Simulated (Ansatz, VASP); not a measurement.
Two plane-wave programs on N

```xyz
4
Lattice="4.4298 0.0000 0.0000 0.0000 4.4298 0.0000 0.0000 0.0000 5.7498" Properties=species:S:1:pos:R:3 pbc="T T T"
N     4.0402    4.0402    0.0000
N     2.6045    1.8253    2.8749
N     0.3896    0.3896    0.0000
N     1.8253    2.6045    2.8749
```

Alike in both runs: task relaxation of cell and atoms; functional PBE; k mesh 6 × 6 × 4; occupations gaussian, width 0.02 eV; no spin polarisation.

```csv
,VASP,Ansatz
version,VASP 6.6.1,Ansatz 0.2.0
potentials or method,"VASP PAW PBE potentials, release 64 (N), cutoff 600 eV","scalar-relativistic, plane waves, PAW"
valence electrons in the cell,20,20
```

|  | VASP | Ansatz | Ansatz less VASP |
| --- | --- | --- | --- |
| gap on the k mesh at the Fermi level, each at its own relaxed structure (eV) | 7.04 | 7.38 | +0.337 |
| relaxed volume (Å³/atom) | 25.18 | 28.21 | +3.028 |
| relaxed cell length with the largest relative difference (Å) | 4.253 | 4.430 | +0.1768 |

One of these differences is far larger than is usual between the two programs; its cause wasn't traced.

Noted on VASP's run: the standard files for N, O and F lose accuracy on very short bonds.
